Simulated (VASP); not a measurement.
Wanted: the native input for a VASP 6.6.1 run.

```
Task                   : relaxation of cell and atoms
Functional             : PBE
Potentials or basis    : VASP PAW PBE potentials, release 64 (Pd)
Cutoff                 : 600 eV
k mesh                 : 16 × 16 × 16
Occupations            : fermi-dirac, width 0.15 eV
Spin                   : no spin polarisation
Dipole correction      : no
Further INCAR settings : ALGO = Fast; EDIFF = 1e-06; IBRION = 2; EDIFFG = -0.001; NSW = 80; ISIF = 3
```

The structure of Pd lies in POSCAR:

```
Pd
1.0
    0.0000000000      1.9717095683      1.9717095683
    1.9717095683      0.0000000000      1.9717095683
    1.9717095683      1.9717095683      0.0000000000
Pd
1
Direct
    0.0000000000      0.0000000000      0.0000000000
```

One way to write it, as run:

INCAR

```
PREC     = Accurate       # precision mode
ENCUT    = 600            # plane-wave cutoff, eV
EDIFF    = 1E-6           # SCF threshold, eV
ISMEAR   = -1             # smearing method
SIGMA    = 0.15           # smearing width, eV
LREAL    = False          # projectors in reciprocal space
LASPH    = True           # aspherical terms in the spheres
NELM     = 60             # most SCF steps
ALGO     = Fast           # electronic algorithm
ISIF     = 3              # what is computed and relaxed
LWAVE    = False          # write WAVECAR
LCHARG   = False          # write CHGCAR
GGA      = PE             # functional
IBRION   = 2              # ionic algorithm
NSW      = 80             # ionic steps
EDIFFG   = -0.001         # ionic threshold
```

KPOINTS

```
regular mesh
0
Gamma
  16 16 16
```

Potentials or basis: VASP PAW PBE potentials, release 64 (Pd).

Command:

```console
$ cat potpaw_PBE.64/Pd/POTCAR > POTCAR
$ mpirun -np 1 vasp_std > vasp.out
```

Results of the run:

| Item | Value |
| --- | --- |
| Relaxed volume | 15.36 Å³/atom |
| Relaxed cell | a = 2.790 Å, b = 2.790 Å, c = 2.790 Å, α = 60.00°, β = 60.00°, γ = 60.00° |
| Space group after relaxing (to 0.05 Å) | Fm-3m (No. 225) |
| Energy gained by relaxing | 0.0 meV/atom |
| Ionic steps | 3 |
| Pressure after relaxing | 0.0 GPa |
| Band gap on the k mesh | zero (band 5 reaches 9.38 eV, above the bottom of band 6 at 7.90 eV) |

Run time: 20 s on 1 thread of Intel Xeon 6975P-C, on a shared host, peak memory 0.16 GiB.
